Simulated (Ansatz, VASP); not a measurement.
Two plane-wave programs on WC

```
W C
1.0
     2.84059   -0.08849   -0.12104
     0.09562    2.91699    0.07828
     0.15389    1.39451    2.57190
W C
1 1
Direct
  0.45737 0.17499 0.56515
  0.95735 0.50876 0.89838
```

Alike in both runs: functional PBE; k mesh 7 × 7 × 5; occupations gaussian, width 0.2 eV; no spin polarisation.

Ansatz relaxed the structure, and its values are those at the end. VASP's run is a single point on that final structure, the one shown.

```csv
,VASP,Ansatz
version,VASP 6.6.1,Ansatz 0.2.0
potentials or method,"VASP PAW PBE potentials, release 64 (W_sv, C), cutoff 600 eV","scalar-relativistic, plane waves, PAW"
valence electrons in the cell,18,18
```

|  | VASP | Ansatz | Ansatz less VASP |
| --- | --- | --- | --- |
| gap on the k mesh at the Fermi level (eV) | none | none | - |
| pressure (GPa) | 1.1 | 0.2 | -0.95 |

A gap of «none» marks a metal or a gap that the smearing closes. The functional is the same, so the differences come from potentials, cutoffs and numerics.

The k mesh is coarse, so the values compare programs but aren't converged. Neither program's run includes spin-orbit coupling.
